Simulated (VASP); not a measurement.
Write the native input for VASP 6.6.1 that does the following.

```
Task                   : single point
Functional             : LDA
Potentials or basis    : VASP PAW LDA potentials, release 64 (Mg, O)
Cutoff                 : 520 eV
k mesh                 : 9 × 9 × 6
Occupations            : fermi-dirac, width 0.05 eV
Spin                   : no spin polarisation
Dipole correction      : no
Further INCAR settings : ALGO = Normal; EDIFF = 1e-06; NBANDS = 16
```

The structure of MgO lies in POSCAR:

```
MgO
1.0
    3.2630816822      0.0000000000      0.0000000000
   -1.6315408411      2.8259116314      0.0000000000
    0.0000000000      0.0000000000      4.9155371758
Mg O
2 2
Direct
    0.6666666667      0.3333333333      0.5021597400
    0.3333333333      0.6666666667      0.0021597400
    0.6666666667      0.3333333333      0.9024402600
    0.3333333333      0.6666666667      0.4024402600
```

One way to write it, as run:

INCAR

```
SYSTEM = MgO
  PREC = Accurate
  ENCUT = 520
  EDIFF = 1E-6
  ISMEAR = -1
  SIGMA = 0.05
  LREAL = .False.
  LASPH = .True.
  NELM = 60
  ALGO = Normal
  ISIF = 2
  LWAVE = .False.
  LCHARG = .False.
  GGA = CA
  NBANDS = 16
```

KPOINTS

```
Automatic mesh
0
Gamma
  9 9 6
  0 0 0
```

Potentials or basis: VASP PAW LDA potentials, release 64 (Mg, O).

Command:

```bash
$ cat potpaw_LDA.64/Mg/POTCAR potpaw_LDA.64/O/POTCAR > POTCAR
$ mpirun -np 1 vasp_std > vasp.out
```

Results of the run:

The pressure is -0.3 GPa, the largest force is 0.004 eV/Å and the band gap on the k mesh is 3.59 eV, direct.

It took 12 s on 1 thread of AMD EPYC 9R45 96-Core Processor (Zen 5), on a shared host, peak memory 0.13 GiB.
